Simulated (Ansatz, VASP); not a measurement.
One calculation of CoO, two programs

```
Co O
1.0
     0.00000    2.01898    2.01898
     2.01898    0.00000    2.01898
     2.01898    2.01898    0.00000
Co O
1 1
Direct
  0.00000 0.00000 0.00000
  0.50000 0.50000 0.50000
```

Alike in both runs: task single point; functional PBEsol; k mesh 18 × 18 × 18; occupations gaussian, width 0.1 eV; collinear spin.

|  | VASP | Ansatz |
| --- | --- | --- |
| version | VASP 6.6.1 | Ansatz 0.2.0 |
| potentials or method | VASP PAW PBE potentials, release 64 (Co, O), cutoff 600 eV | scalar-relativistic, plane waves, PAW |
| valence electrons in the cell | 15 | 23 |

|  | VASP | Ansatz | Ansatz less VASP |
| --- | --- | --- | --- |
| gap on the k mesh at the Fermi level (eV) | none | none | - |
| pressure (GPa) | 18.0 | 18.7 | +0.73 |
| net moment per atom (μB) | 1.11 | 1.12 | +0.016 |
| size of the moment on the site where the two differ most (μB) | 2.00 | 1.94 | -0.068 |

VASP's potentials were made for PBE, not for PBEsol. Site moments also hang on the region over which each program counts them. A gap of «none» marks a metal or a gap that the smearing closes. The functional is the same, so the differences come from potentials, cutoffs and numerics. VASP's potentials hold 15 valence electrons a cell and Ansatz's 23, so a difference there can come from the potentials and not from the codes.
